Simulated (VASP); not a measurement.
## ErCl: relaxation of shape and atoms at fixed volume with PBE

Crystal: ErCl.

```
Er Cl
1.0
     3.40722    0.00000    0.00000
    -1.70361    2.95074    0.00000
     0.00000    0.00000    4.30069
Er Cl
1 1
Direct
  0.00000 0.00000 0.50000
  0.66667 0.33333 0.00000
```

| Quantity | Value |
| --- | --- |
| Program | VASP 6.6.1 |
| Task | relaxation of shape and atoms at fixed volume |
| Functional | PBE |
| Potentials or basis | VASP PAW PBE potentials, release 64 (Er_3, Cl), 4f in core |
| Cutoff | 500 eV |
| k mesh | 18 × 18 × 14 |
| Occupations | gaussian, width 0.1 eV |
| Spin | no spin polarisation |
| Dipole correction | no |
| Mended | yes |
| Further INCAR settings | ALGO = Normal; EDIFF = 1e-07; IBRION = 2; EDIFFG = -0.01; NSW = 50; ISIF = 4 |

```yaml
Energy_gained_by_relaxing: 0.3 meV/atom
Ionic_steps: 3
Pressure_after_relaxing: 1.6 GPa
Band_gap_on_the_k_mesh: zero (bands 8 and 9 overlap by 0.09 eV)
```

The path:
| step | energy change (eV) | largest force (eV/Å) | pressure (GPa) | volume (Å³) |
| --- | --- | --- | --- | --- |
| 1 | 0.0000 | 0.0000 | 1.72 | 43.24 |
| 2 | -0.0005 | 0.0000 | 1.66 | 43.24 |
| 3 | -0.0005 | 0.0000 | 1.62 | 43.24 |

Final structure:
```
Er Cl
1.0
     3.41622    0.00000    0.00000
    -1.70811    2.95853    0.00000
     0.00000    0.00000    4.27807
Er Cl
1 1
Cartesian
  -1.7081 2.9585 2.1390
  1.7081 0.9862 0.0000
```

Levels at points of the mesh, in eV from the Fermi level:
```
           k point  band 4  band 5  band 6  band 7  band 8  band 9  band 10  band 11  band 12
(0.00, 0.00, 0.00)  -19.05   -6.97   -5.40   -5.40   -3.44    0.40     2.00     2.00     3.38
(0.50, 0.00, 0.00)  -18.22   -8.59   -7.28   -5.86   -1.75    1.63     1.72     2.08     3.45
(0.00, 0.00, 0.50)  -18.59   -8.79   -5.38   -5.38   -1.01    1.20     1.20     2.99     3.02
(0.50, 0.00, 0.50)  -18.31   -8.07   -7.34   -6.22   -1.31    1.09     1.96     4.28     4.77
```

Wall time 5.4 min on 1 thread of Intel(R) Xeon(R) Platinum 8375C CPU @ 2.90GHz (Ice Lake), with other jobs on the host, peak memory 0.3 GiB.

Caveat: spin-orbit coupling is left out, which moves the levels of the heavy elements; the 4f electrons are frozen in the core, so they carry no moment and show no levels; the run has no spin polarisation, though such a crystal can be magnetic. Spin polarisation is off, so any magnetic state and its effect on volume and gap are missing.
